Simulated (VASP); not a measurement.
Set up this calculation in VASP 6.6.1, as the native input.

| Property | Result |
| --- | --- |
| Task | single point |
| Functional | PBEsol |
| Potentials or basis | VASP PAW PBE potentials, release 64 (Na_pv, Cl) |
| Cutoff | 520 eV |
| k mesh | 8 × 8 × 8 |
| Occupations | gaussian, width 0.05 eV |
| Spin | no spin polarisation |
| Dipole correction | no |
| Further INCAR settings | ALGO = Normal; EDIFF = 1e-06; NBANDS = 14 |

The structure of NaCl lies in POSCAR:

```
NaCl
1.0
    0.0000000000      2.8317500000      2.7184800000
    2.8317500000      0.0000000000      2.7184800000
    2.8317500000      2.8317500000      0.0000000000
Na Cl
1 1
Direct
    0.0000000000      0.0000000000      0.0000000000
    0.5000000000      0.5000000000      0.5000000000
```

This cell differs from its parent crystal: strain +0.000 along x and y, -0.040 along z.

One way to write it, as run:

INCAR

```
PREC = Accurate
ENCUT = 520
EDIFF = 1E-6
ISMEAR = 0
SIGMA = 0.05
LREAL = F
LASPH = T
NELM = 100
ALGO = Normal
ISIF = 2
LWAVE = F
LCHARG = F
GGA = PS
NBANDS = 14
```

KPOINTS

```
regular mesh
0
Gamma
  8 8 8
```

Potentials or basis: VASP PAW PBE potentials, release 64 (Na_pv, Cl).

Command:

```bash
$ cat potpaw_PBE.64/Na_pv/POTCAR potpaw_PBE.64/Cl/POTCAR > POTCAR
$ mpirun -np 1 vasp_std > vasp.out
```

It gave:

```yaml
Pressure: 0.4 GPa
Band_gap_on_the_k_mesh: 5.03 eV, direct
```

Caveat: the cell differs from its parent crystal (strain +0.000 along x and y, -0.040 along z); the PAW data sets were made with another functional, which shifts forces and pressure a little.

It took 32 s on 1 thread of AMD EPYC 7R43 64-Core Processor (Zen 3), with other jobs on the host, peak memory 0.14 GiB.
